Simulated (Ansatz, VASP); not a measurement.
AlN: VASP beside Ansatz

```
Al N
1.0
    -3.31348    0.00000    0.00000
     0.00000    0.00000   -4.18759
     0.00000   -5.73911    0.00000
Al N
4 4
Cartesian
  -1.6567 -0.9565 -0.9503
  0.0000 -3.8261 -0.9503
  0.0000 -1.9130 -3.0441
  -1.6567 -4.7826 -3.0441
  -1.6567 -0.9565 -3.3267
  0.0000 -3.8261 -3.3267
  0.0000 -1.9130 -1.2329
  -1.6567 -4.7826 -1.2329
```

Change from the starting cell: mode 4 frozen in at +0.000 Å and mode 5 at -0.186 Å (largest displacements).

Alike in both runs: task single point; functional PBE; k mesh 8 × 6 × 4; occupations gaussian, width 0.05 eV; no spin polarisation.

|  | VASP | Ansatz |
| --- | --- | --- |
| version | VASP 6.6.1 | Ansatz 0.2.0 |
| potentials or method | VASP PAW PBE potentials, release 64 (Al, N), cutoff 520 eV | scalar-relativistic, plane waves, PAW |
| valence electrons in the cell | 32 | 32 |

|  | VASP | Ansatz | Ansatz less VASP |
| --- | --- | --- | --- |
| gap on the k mesh at the Fermi level (eV) | 3.59 | 3.59 | -0.009 |
| least direct gap on the mesh (eV) | 3.59 | 3.59 | -0.009 |
| pressure (GPa) | 7.5 | 7.6 | +0.16 |
| traceless stress, the component that is largest in VASP (GPa) | 24.23 | 24.02 | -0.204 |
| rms of the force components (eV/Å) | 0.902 | 0.899 | -0.0032 |

Atom by atom the forces differ by 0.003 eV/Å (rms over components).
